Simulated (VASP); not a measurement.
# Mg: single point with PBE

Crystal: Mg.

```
Mg
1.0
     3.20930    0.00000    0.00000
    -1.60465    2.77934    0.00000
     0.00000    0.00000    5.15820
Mg
2
Direct
  0.66667 0.33333 0.75000
  0.33333 0.66667 0.25000
```

* Program: VASP 6.6.1
* Task: single point
* Functional: PBE
* Potentials or basis: VASP PAW PBE potentials, release 64 (Mg)
* Cutoff: 520 eV
* k mesh: 8 × 8 × 5
* Occupations: fermi-dirac, width 0.05 eV
* Spin: no spin polarisation
* Dipole correction: no
* Further INCAR settings: ALGO = Normal; EDIFF = 1e-06; NBANDS = 9

```json
{
 "Pressure": "-0.2 GPa",
 "Band gap on the k mesh": "zero (band 2 reaches 3.59 eV, above the bottom of band 3 at 1.48 eV)"
}
```

Stress tensor (GPa, compression positive):
```
-0.55  0.00  0.00
 0.00 -0.55  0.00
 0.00  0.00  0.55
```

Levels at points of the mesh, in eV from the Fermi level:
| k point | band 1 | band 2 | band 3 | band 4 | band 5 | band 6 |
| --- | --- | --- | --- | --- | --- | --- |
| (0.00, 0.00, 0.00) | -6.95 | -1.66 | -1.17 | 10.80 | 10.80 | 10.88 |
| (0.50, 0.00, 0.00) | -2.19 | -2.19 | 2.64 | 3.02 | 3.32 | 3.70 |

Run time: 7.8 s on 1 thread of Intel(R) Xeon(R) Platinum 8559C (Emerald Rapids), on a shared host, peak memory 0.15 GiB.
